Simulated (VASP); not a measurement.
CdSe:

```xyz
2
Lattice="0.0000 2.8429 2.8429 2.8429 0.0000 2.8429 2.8429 2.8429 0.0000" Properties=species:S:1:pos:R:3 pbc="T T T"
Cd    0.0000    0.0000    0.0000
Se    2.8429    2.8429    2.8429
```

Base run:

```yaml
Program: VASP 6.6.1
Functional: r2SCAN
Potentials_or_basis: VASP PAW PBE potentials, release 64 (Cd, Se)
Cutoff: 520 eV
k_mesh: 6 × 6 × 6
Occupations: fermi-dirac, width 0.02 eV
Spin: no spin polarisation
```

Its results: pressure 0.4 GPa.

Q: The run is repeated on the same cell with these changes: functional from r2SCAN to PBE; k mesh from 6 × 6 × 6 to 8 × 8 × 8. What comes out?

A: Pressure 2.1 GPa.

Several settings changed at once, so the effect can't be laid on one alone.

Caveats: the PAW data sets were made with another functional, which shifts forces and pressure a little (some runs).
